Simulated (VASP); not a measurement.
Here is a VASP 6.6.1 calculation.

File POSCAR:

```
CaO
1.0
    0.0000000000      2.4133076411      2.4133076411
    2.4133076411      0.0000000000      2.4133076411
    2.4133076411      2.4133076411      0.0000000000
Ca O
1 1
Direct
    0.5000000000      0.5000000000      0.5000000000
    0.0000000000      0.0000000000      0.0000000000
```

The input INCAR.step1:

```
SYSTEM = CaO
PREC = Accurate
ENCUT = 1480
ISMEAR = 0
SIGMA = 0.05
LREAL = .False.
LASPH = .True.
NELM = 120
NBANDS = 15
GGA = PE
ALGO = Normal
EDIFF = 1E-5
LWAVE = .True.
LCHARG = .False.
GGA_COMPAT = .False.
```

File INCAR.step2:

```
SYSTEM = CaO
PREC = Accurate
ENCUT = 1480
EDIFF = 1E-6
ISMEAR = 0
SIGMA = 0.05
LREAL = .False.
LASPH = .True.
NELM = 120
ALGO = Normal
ISIF = 2
LWAVE = .False.
LCHARG = .False.
METAGGA = R2SCAN
LMIXTAU = .True.
NBANDS = 15
ISTART = 1
GGA_COMPAT = .False.
```

File KPOINTS:

```
Automatic mesh
0
Gamma
  8 8 8
  0 0 0
```

Potentials or basis: VASP PAW PBE potentials, release 64 (Ca_sv, O_h).

The run is started by

```sh
$ cat potpaw_PBE.64/Ca_sv/POTCAR potpaw_PBE.64/O_h/POTCAR > POTCAR
$ cp INCAR.step1 INCAR
$ mpirun -np 1 vasp_std > vasp.out
$ cp INCAR.step2 INCAR
$ mpirun -np 1 vasp_std > vasp.out
```

Task: Predict the pressure.

Result: -1.3 GPa.

Task: Estimate the band gap on the k mesh.

Result: 4.20 eV (least direct gap 4.57 eV).

Caveat: the PAW data sets were made with another functional, which shifts forces and pressure a little. A k mesh can miss the band edges.
